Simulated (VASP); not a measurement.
# Hf (P6_3/mmc) in VASP: single point with PBEsol

Aim: the single point of Hf with PBEsol.

Program: VASP 6.6.1. These are calculated values, not measurements. Logs are shortened: lines on timing, memory, paths and dates and some standing lists are left out, and cuts for length are marked.

### Step 1. The cell of the first run

It takes space group P6_3/mmc (No. 194, hexagonal). The conventional cell has a = 3.374 Å, b = 3.374 Å, c = 11.717 Å, α = 90.00°, β = 90.00°, γ = 120.00°. Within 4.0 Å of Hf (site symmetry 3m) lie 10 Hf at 3.05 to 3.51 Å.

### Step 2. Single point, PBEsol

INCAR reads:

```
PREC = Accurate ; ENCUT = 520
EDIFF = 1E-6 ; ISMEAR = -1
SIGMA = 0.05 ; LREAL = False
LASPH = True ; NELM = 60
ALGO = Normal ; ISIF = 2
LWAVE = False ; LCHARG = True
GGA = PS ; LELF = True
LVHAR = True ; NBANDS = 28
```

KPOINTS reads:

```
Automatic mesh
0
Gamma
  8 8 2
```

POSCAR reads:

```
Hf
1.0
    3.3742700000      0.0000000000      0.0000000000
   -1.6871400000      2.9222100000      0.0000000000
    0.0000000000      0.0000000000     11.7174100000
Hf
4
Direct
    0.6666666667      0.3333333333      0.8998100000
    0.3333333333      0.6666666667      0.3998100000
    0.6666666667      0.3333333333      0.6001900000
    0.3333333333      0.6666666667      0.1001900000
```

Potentials or basis: VASP PAW PBE potentials, release 64 (Hf_pv).

On the command line:

```console
cat potpaw_PBE.64/Hf_pv/POTCAR > POTCAR
mpirun -np 1 vasp_std > vasp.out
```

OUTCAR:

```text
PREC = Accurate
   ENCUT = 520
   EDIFF = 1E-6
   ISMEAR = -1
   LREAL = False
   LASPH = True
   NELM = 60
   ISIF = 2
   GGA = PS

 ion  position               nearest neighbor table
   1  0.667  0.333  0.900-   4 3.05   4 3.05   4 3.05   3 3.51
   2  0.333  0.667  0.400-   3 3.05   3 3.05   3 3.05   4 3.51
   3  0.667  0.333  0.600-   2 3.05   2 3.05   2 3.05   1 3.51
   4  0.333  0.667  0.100-   1 3.05   1 3.05   1 3.05   2 3.51

  LATTYP: Found a hexagonal cell.
 ALAT       =     3.3742700000
 C/A-ratio  =     3.4725762906

  Lattice vectors:

 A1 = (   3.3742700000,   0.0000000000,   0.0000000000)
 A2 = (  -1.6871400000,   2.9222100000,   0.0000000000)
 A3 = (   0.0000000000,   0.0000000000,  11.7174100000)

Analysis of symmetry for initial positions (statically):
=====================================================================
 Subroutine PRICEL returns:
 Original cell was already a primitive cell.

 Routine SETGRP: Setting up the symmetry group for a
 hexagonal supercell.

 Subroutine GETGRP returns: Found 24 space group operations
 (whereof 12 operations were pure point group operations)
 out of a pool of 24 trial point group operations.

The static configuration has the point symmetry D_3d.
 The point group associated with its full space group is D_6h.

Analysis of symmetry for dynamics (positions and initial velocities):
=====================================================================
 Subroutine PRICEL returns:
 Original cell was already a primitive cell.

 Routine SETGRP: Setting up the symmetry group for a
 hexagonal supercell.

 Subroutine GETGRP returns: Found 24 space group operations
 (whereof 12 operations were pure point group operations)
 out of a pool of 24 trial point group operations.

The dynamic configuration has the point symmetry D_3d.
 The point group associated with its full space group is D_6h.

 Subroutine INISYM returns: Found 24 space group operations
 (whereof 12 operations are pure point group operations),
 and found     1 'primitive' translations

----------------------------------------------------------------------------------------

                                     Primitive cell

  volume of cell :     115.5375

[... 82 lines left out ...]
   LNONCOLLINEAR =      F non collinear calculations
   LSORBIT =      F    spin-orbit coupling
   LASPH  =      T    aspherical Exc in radial PAW
   ENCUT  =  520.0 eV  38.22 Ry    6.18 a.u.   6.27  6.27 21.79*2*pi/ulx,y,z
   NELM   =     60;   NELMIN=  2; NELMDL= -5     # of ELM steps
   EDIFF  = 0.1E-05   stopping-criterion for ELM
   LREAL  =      F    real-space projection
   EDIFFG = 0.1E-04   stopping-criterion for IOM
   NSW    =      0    number of steps for IOM
   IBRION =     -1    ionic relax: 0-MD 1-quasi-New 2-CG
   NFREE  =      0    steps in history (QN), initial steepest desc. (CG)
   ISIF   =      2    stress and relaxation
   ISYM   =      2    0-nonsym 1-usesym 2-fastsym
   POTIM  = 0.5000    time-step for ionic-motion
   TEBEG  =    0.0;   TEEND  =   0.0 temperature during run
   PSTRESS=    0.0 pullay stress
   NELECT =      40.0000    total number of electrons
   NUPDOWN=      -1.0000    fix difference up-down
   EMIN   =  10.00;   EMAX   =-10.00  energy-range for DOS
   EFERMI =   0.00;   METHOD = LEGACY
   ISMEAR =    -1;   SIGMA  =   0.05  broadening in eV -4-tet -1-fermi 0-gaus
   EFERMI_NEDOS =   21; number of points for ismear=-14 and -15
   IALGO  =     38    algorithm
   IMIX   =      4    mixing-type and parameters
     AMIX     =   0.40;   BMIX     =  1.00
     AMIX_MAG =   1.60;   BMIX_MAG =  1.00
  volume/ion in A,a.u.               =      28.88       194.92
  Fermi-wavevector in a.u.,A,eV,Ry     =   1.149531  2.172298 17.979019  1.321421
  Thomas-Fermi vector in A             =   2.286200
   LORBIT       =      0    0 simple, 1 ext, 2 COOP (PROOUT), +10 PAW based schemes
   GGA     = PS    functional components
   LHFCALC =     F    Hartree Fock is set to
   AEXX    =    0.0000 exact exchange contribution
   IVDW    =     0    specifies the selected vdW correction
   LEPSILON=     F    determine dielectric tensor
   LRPA    =     F    only Hartree local field effects (RPA)
 non-spin polarized calculation
  energy-cutoff  :      520.00
  volume of cell :      115.54
 maximum number of plane-waves:      3139
 NGX is ok and might be reduce to    28
   NGX = 13   NGY = 13   NGZ = 43

 number of electron      40.0000001 magnetization

 Free energy of the ion-electron system (eV)
  ---------------------------------------------------
  ext. energy  EPLUGINS =         0.00000000
  ---------------------------------------------------
  free energy    TOTEN  =       -39.77678290 eV

  energy without entropy =      -39.75504533  energy(sigma->0) =      -39.76591412

 E-fermi :   3.1192     XC(G=0): -10.1685

 val. band max:        3.0955539950   @ k =   0.1250   0.1250   0.0000
 cond. band min:       3.1777417597   @ k =   0.3750   0.2500   0.0000
 fundamental gap:      0.0821877647
 Fermi energy:         3.1191621109

 k-point     1 :       0.0000    0.0000    0.0000
  band No.  band energies     occupation
      1     -28.3184      2.00000
      2     -28.2476      2.00000
      3     -27.8535      2.00000
      4     -27.8422      2.00000
      5     -27.8422      2.00000
      6     -27.8370      2.00000
[... 609 lines left out ...]
     27       5.2072      0.00000
     28       5.2072      0.00000

------------------------ aborting loop because EDIFF is reached ----------------------------------------

  FORCE on cell =-STRESS in cart. coord.  units (eV):
  Direction    XX          YY          ZZ          XY          YZ          ZX
  --------------------------------------------------------------------------------------
  -------------------------------------------------------------------------------------
  Total      -10.4291365    -10.4291826     -9.8753404      0.0000178      0.0000000      0.0000000
  in kB     -144.6225630   -144.6232025   -136.9429814      0.0002475      0.0000000      0.0000000
  external PRESSURE =    -142.0629156 kB  Pullay stress =       0.0000000 kB

 VOLUME and BASIS-vectors are now :
 -----------------------------------------------------------------------------
  energy-cutoff  :      520.00
  volume of cell :      115.54
      direct lattice vectors                 reciprocal lattice vectors
     3.374270000  0.000000000  0.000000000     0.296360398  0.171103884  0.000000000
    -1.687140000  2.922210000  0.000000000     0.000000000  0.342206754  0.000000000
     0.000000000  0.000000000 11.717410000     0.000000000  0.000000000  0.085343092

 POSITION                                       TOTAL-FORCE (eV/Angst)
 -----------------------------------------------------------------------------------
      1.68713      0.97407     10.54344        -0.000000      0.000000     -0.202706
     -0.00000      1.94814      4.68474         0.000000     -0.000000     -0.202706
      1.68713      0.97407      7.03267        -0.000000      0.000000      0.202706
     -0.00000      1.94814      1.17397         0.000000     -0.000000      0.202706
 -----------------------------------------------------------------------------------
    total drift:                                0.000000     -0.000000      0.000000

  FREE ENERGIE OF THE ION-ELECTRON SYSTEM (eV)
  ---------------------------------------------------
  free  energy   TOTEN  =       -39.7767829009 eV

  energy  without entropy=      -39.7550453297  energy(sigma->0) =      -39.76591412
```

OSZICAR:

```text
N       E                     dE             d eps       ncg     rms          rms(c)
DAV:   1     0.146496786481E+03    0.14650E+03   -0.21885E+04  1160   0.131E+03
DAV:   2    -0.320320180642E+02   -0.17853E+03   -0.17292E+03  1344   0.316E+02
DAV:   3    -0.420348963915E+02   -0.10003E+02   -0.95297E+01  1480   0.438E+01
DAV:   4    -0.423709940818E+02   -0.33610E+00   -0.33329E+00  1496   0.784E+00
DAV:   5    -0.423775837759E+02   -0.65897E-02   -0.65801E-02  1468   0.101E+00    0.806E+01
DAV:   6    -0.403290130774E+02    0.20486E+01   -0.30401E+00  1156   0.862E+00    0.442E+01
DAV:   7    -0.397946610685E+02    0.53435E+00   -0.27857E+00  1148   0.789E+00    0.506E+00
DAV:   8    -0.397814367283E+02    0.13224E-01   -0.30121E-01  1312   0.245E+00    0.116E+00
DAV:   9    -0.397775946316E+02    0.38421E-02   -0.38494E-02  1392   0.879E-01    0.699E-01
DAV:  10    -0.397767847686E+02    0.80986E-03   -0.71190E-03  1280   0.407E-01    0.184E-01
DAV:  11    -0.397767959699E+02   -0.11201E-04   -0.55549E-04  1460   0.105E-01    0.211E-01
DAV:  12    -0.397767819352E+02    0.14035E-04   -0.16525E-04  1276   0.549E-02    0.216E-02
DAV:  13    -0.397767830948E+02   -0.11597E-05   -0.68598E-06  1384   0.130E-02    0.257E-02
DAV:  14    -0.397767829009E+02    0.19391E-06   -0.46800E-07   720   0.344E-03
   1 F= -.39776783E+02 E0= -.39765914E+02  d E =-.217376E-01
```

It took 63 s on 1 thread of Intel Xeon Platinum 8259CL at 2.50GHz (Skylake/Cascade Lake), shared host; peak memory 0.26 GiB.

What came out:

* Free energy: -39.7768 eV
* Pressure: -14.2 GPa
* Largest force: 0.203 eV/Å
* Band gap on the k mesh: zero (bands 20 and 21 overlap by 1.34 eV)

Forces in eV/Å, atoms in the order of the input:
```
Hf   0.000  0.000 -0.203
Hf   0.000  0.000 -0.203
Hf   0.000  0.000  0.203
Hf   0.000  0.000  0.203
```

Caveat: the cell stands under tension; the PAW data sets were made with another functional, which shifts forces and pressure a little; spin-orbit coupling is left out, which moves the levels of the heavy elements.

The gap in the log of VASP goes by the Fermi energy; the results here count the filled bands.